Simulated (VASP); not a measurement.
Si2Ag, 9 atoms in the cell. The structure is hexagonal, space group P6_222 (No. 180). The conventional cell has a = 4.919 Å, b = 4.919 Å, c = 6.753 Å, α = 90.00°, β = 90.00°, γ = 120.00°. Si (site symmetry 2) has 5 Ag at 2.66 to 2.84 Å and 9 Si at 2.66 to 3.34 Å within 3.5 Å. Ag (site symmetry 222) has 10 Si at 2.66 to 2.84 Å and 4 Ag at 3.33 Å within 3.5 Å. 

- Program: VASP 6.6.1
- Task: single point
- Functional: PBE
- Potentials or basis: VASP PAW PBE potentials, release 64 (Si, Ag)
- Cutoff: 520 eV
- k mesh: 8 × 8 × 5
- Occupations: gaussian, width 0.1408 eV
- Spin: no spin polarisation
- Dipole correction: no
- Further INCAR settings: ALGO = Normal; EDIFF = 1e-07; NBANDS = 38

Potentials or basis: VASP PAW PBE potentials, release 64 (Si, Ag).

Command:

```sh
$ cat potpaw_PBE.64/Si/POTCAR potpaw_PBE.64/Ag/POTCAR > POTCAR
$ mpirun -np 1 vasp_std > vasp.out
```

Hardware: 1 thread of Intel(R) Xeon(R) Platinum 8488C (Sapphire Rapids) (shared host).

Problem. How long does it take, and how much memory?

Solution. Wall time 7.2 min on 1 thread of Intel(R) Xeon(R) Platinum 8488C (Sapphire Rapids), on a shared host, peak memory 0.43 GiB. Counts: scf iterations 18, k points 63.
